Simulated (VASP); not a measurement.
# MgI2 in VASP: notebook, part 3 of 3

VASP 6.6.1.

## 6. Single point, PBEsol (equal xy, yz and zx shear strains of -1 %)

INCAR

```
ALGO = Normal
EDIFF = 1E-6
ENCUT = 520
GGA = PS
ISIF = 2
ISMEAR = -1
LASPH = True
LCHARG = False
LREAL = False
LWAVE = False
NBANDS = 15
NELM = 80
PREC = Accurate
SIGMA = 0.03
```

KPOINTS

```
k-points
0
Gamma
  7 7 4
```

POSCAR

```
MgI2
1.0
    4.1537001214     -0.0207685006     -0.0207685006
   -2.0948361098      3.6075940751     -0.0076017988
   -0.0343100000     -0.0343100000      6.8620000000
Mg I
1 2
Direct
    0.0000000000      0.0000000000      0.0000000000
    0.3333333333      0.6666666667      0.7576300000
    0.6666666667      0.3333333333      0.2423700000
```

Potentials or basis: VASP PAW PBE potentials, release 64 (Mg, I).

Launch:

```console
$ cat potpaw_PBE.64/Mg/POTCAR potpaw_PBE.64/I/POTCAR > POTCAR
$ mpirun -np 1 vasp_std > vasp.out
```

OUTCAR:

```text
EDIFF = 1E-6
   ENCUT = 520
   GGA = PS
   ISIF = 2
   ISMEAR = -1
   LASPH = True
   LREAL = False
   NELM = 80
   PREC = Accurate

 ion  position               nearest neighbor table
   1  0.000  0.000  0.000-   3 2.89   2 2.89   3 2.93   2 2.93   3 2.93   2 2.93
   2  0.333  0.667  0.758-   1 2.89   1 2.93   1 2.93
   3  0.667  0.333  0.242-   1 2.89   1 2.93   1 2.93

  LATTYP: Found a triclinic cell.
 ALAT       =     4.1358244153
 B/A-ratio  =     1.0043472705
 C/A-ratio  =     1.6592028236
 COS(alpha) =     0.0099745013
 COS(beta)  =     0.0136846555
 COS(gamma) =     0.4934979113

  Lattice vectors:

 A1 = (   2.0588640116,   3.5868255745,  -0.0283702994)
 A2 = (   4.1537001214,  -0.0207685006,  -0.0207685006)
 A3 = (   0.0343100000,   0.0343100000,  -6.8620000000)

Analysis of symmetry for initial positions (statically):
=====================================================================
 Subroutine PRICEL returns:
 Original cell was already a primitive cell.

 Routine SETGRP: Setting up the symmetry group for a
 triclinic supercell.

 Subroutine GETGRP returns: Found  2 space group operations
 (whereof  2 operations were pure point group operations)
 out of a pool of  2 trial point group operations.

The static configuration has the point symmetry S_2 .

Analysis of symmetry for dynamics (positions and initial velocities):
=====================================================================
 Subroutine PRICEL returns:
 Original cell was already a primitive cell.

 Routine SETGRP: Setting up the symmetry group for a
 triclinic supercell.

 Subroutine GETGRP returns: Found  2 space group operations
 (whereof  2 operations were pure point group operations)
 out of a pool of  2 trial point group operations.

The dynamic configuration has the point symmetry S_2 .

 Subroutine INISYM returns: Found  2 space group operations
 (whereof  2 operations are pure point group operations),
 and found     1 'primitive' translations

[... 120 lines left out ...]
   LORBIT       =      0    0 simple, 1 ext, 2 COOP (PROOUT), +10 PAW based schemes
   GGA     = PS    functional components
   LHFCALC =     F    Hartree Fock is set to
   AEXX    =    0.0000 exact exchange contribution
   IVDW    =     0    specifies the selected vdW correction
   LEPSILON=     F    determine dielectric tensor
   LRPA    =     F    only Hartree local field effects (RPA)
 non-spin polarized calculation
  energy-cutoff  :      520.00
  volume of cell :      102.52
 maximum number of plane-waves:      2784
   NGX = 15   NGY = 15   NGZ = 25

 number of electron      16.0000001 magnetization

 Free energy of the ion-electron system (eV)
  ---------------------------------------------------
  ext. energy  EPLUGINS =         0.00000000
  ---------------------------------------------------
  free energy    TOTEN  =        -8.41854105 eV

  energy without entropy =       -8.41854105  energy(sigma->0) =       -8.41854105

 E-fermi :   2.8633     XC(G=0):  -8.3744

 val. band max:        2.2377577376   @ k =   0.0000   0.0000   0.0000
 cond. band min:       5.6815141380   @ k =   0.4286  -0.0000   0.2500
 fundamental gap:      3.4437564004
 Fermi energy:         2.8633219451

 k-point     1 :       0.0000    0.0000    0.0000
  band No.  band energies     occupation
      1      -9.8994      2.00000
      2      -9.1792      2.00000
      3      -1.3579      2.00000
      4       1.7370      2.00000
      5       1.7726      2.00000
      6       2.1244      2.00000
      7       2.1612      2.00000
      8       2.2378      2.00000
      9       5.8059      0.00000
     10       6.8561      0.00000
     11       8.7753      0.00000
     12       8.9398      0.00000
     13       9.6200      0.00000
     14      10.2571      0.00000
[... 401 lines left out ...]
      2      -8.9666      2.00000
      3      -1.0274      2.00000
      4      -0.3770      2.00000
      5       0.1290      2.00000
      6       0.7338      2.00000
      7       1.3679      2.00000
      8       1.6502      2.00000
      9       6.4849      0.00000
     10       8.1982      0.00000
     11       8.3440      0.00000
     12       9.1450      0.00000
     13       9.7880      0.00000
     14      10.1174      0.00000
     15      11.2663      0.00000

 [... further k-points ...]
[... 5 lines left out ...]
  --------------------------------------------------------------------------------------
  -------------------------------------------------------------------------------------
  Total       -0.1991353     -0.2266990      0.0411442      0.1177798      0.1066932      0.1210673
  in kB       -3.1120029     -3.5427558      0.6429849      1.8406134      1.6673569      1.8919888
  external PRESSURE =      -2.0039246 kB  Pullay stress =       0.0000000 kB

 VOLUME and BASIS-vectors are now :
 -----------------------------------------------------------------------------
  energy-cutoff  :      520.00
  volume of cell :      102.52
      direct lattice vectors                 reciprocal lattice vectors
     4.153700121 -0.020768501 -0.020768501     0.241459814  0.140213459  0.001908366
    -2.094836110  3.607594075 -0.007601799     0.001397021  0.278007206  0.001397021
    -0.034310000 -0.034310000  6.862000000     0.000732349  0.000732349  0.145737431

 POSITION                                       TOTAL-FORCE (eV/Angst)
 -----------------------------------------------------------------------------------
      0.00000      0.00000      0.00000        -0.000000      0.000000      0.000000
     -0.03798      2.37215      5.18687        -0.031112     -0.028206      0.035734
      2.06254      1.18037      1.64676         0.031112      0.028206     -0.035734
 -----------------------------------------------------------------------------------
    total drift:                               -0.000000      0.000000     -0.000000

  FREE ENERGIE OF THE ION-ELECTRON SYSTEM (eV)
  ---------------------------------------------------
  free  energy   TOTEN  =        -8.4185410458 eV

  energy  without entropy=       -8.4185410458  energy(sigma->0) =       -8.41854105
```

OSZICAR:

```text
N       E                     dE             d eps       ncg     rms          rms(c)
DAV:   1     0.747885022874E+02    0.74789E+02   -0.57882E+03  2970   0.840E+02
DAV:   2    -0.252775770866E+01   -0.77316E+02   -0.70107E+02  4126   0.130E+02
DAV:   3    -0.846481623728E+01   -0.59371E+01   -0.59112E+01  3887   0.414E+01
DAV:   4    -0.857547903963E+01   -0.11066E+00   -0.11065E+00  4230   0.680E+00
DAV:   5    -0.857677695849E+01   -0.12979E-02   -0.12979E-02  4007   0.676E-01    0.401E+00
DAV:   6    -0.845068876896E+01    0.12609E+00   -0.10025E-01  3369   0.159E+00    0.265E+00
DAV:   7    -0.842079799615E+01    0.29891E-01   -0.10269E-01  3558   0.156E+00    0.639E-01
DAV:   8    -0.841856521888E+01    0.22328E-02   -0.74692E-03  3404   0.480E-01    0.266E-01
DAV:   9    -0.841855194090E+01    0.13278E-04   -0.82546E-04  4090   0.168E-01    0.106E-01
DAV:  10    -0.841853892034E+01    0.13021E-04   -0.39390E-05  3558   0.418E-02    0.375E-02
DAV:  11    -0.841854090644E+01   -0.19861E-05   -0.58592E-06  3782   0.138E-02    0.216E-02
DAV:  12    -0.841854104578E+01   -0.13934E-06   -0.48210E-07  3081   0.419E-03
   1 F= -.84185410E+01 E0= -.84185410E+01  d E =-.111614E-10
```

Run time: 3 min. Hardware: 1 thread of Oxide Virtual Turin-like, shared host; peak memory 0.29 GiB.

Results:

- Free energy: -8.4185 eV
- Pressure: -0.2 GPa
- Largest force: 0.055 eV/Å
- Band gap on the k mesh: 3.44 eV, indirect (least direct gap 3.57 eV)

Forces on the atoms (eV/Å):
```
Mg   0.000  0.000  0.000
I   -0.031 -0.028  0.036
I    0.031  0.028 -0.036
```

Caveat: the cell differs from its parent crystal (equal xy, yz and zx shear strains of -1 %); the PAW data sets were made with another functional, which shifts forces and pressure a little; spin-orbit coupling is left out, which moves the levels of the heavy elements.

## 7. The runs side by side

| cell | gap on the mesh (eV) | pressure (GPa) | largest force (eV/Å) |
| --- | --- | --- | --- |
| a = 4.181, b = 4.181, c = 6.907 Å, angles 90.0, 90.0, 120.0°, 3 atoms | 3.45 | -0.8 | 0.13 |
| a = 4.154, b = 4.154, c = 6.931 Å, angles 90.0, 90.0, 120.0°, 3 atoms | 3.51 | -0.5 | 0.11 |
| a = 4.154, b = 4.154, c = 6.999 Å, angles 90.0, 90.0, 120.0°, 3 atoms | 3.50 | -0.8 | 0.18 |
| a = 4.235, b = 4.235, c = 6.997 Å, angles 90.0, 90.0, 120.0°, 3 atoms | 3.35 | -1.7 | 0.30 |
| a = 4.154, b = 4.172, c = 6.862 Å, angles 90.2, 90.6, 120.4°, 3 atoms | 3.44 | -0.2 | 0.06 |

Alike in all rows: task single point; level PBEsol; potentials or basis VASP PAW PBE potentials, release 64 (Mg, I); no spin polarisation; k mesh 7 × 7 × 4; cutoff (eV) 520; smearing fermi-dirac 0.03 eV.

Caveats: the PAW data sets were made with another functional, which shifts forces and pressure a little; spin-orbit coupling is left out, which moves the levels of the heavy elements; this functional lacks dispersion, which binds the layers, so the pressure and a relaxed spacing across them are unreliable (some runs).

Total energies depend on the potentials used, so only differences within one code and one set of settings carry meaning.
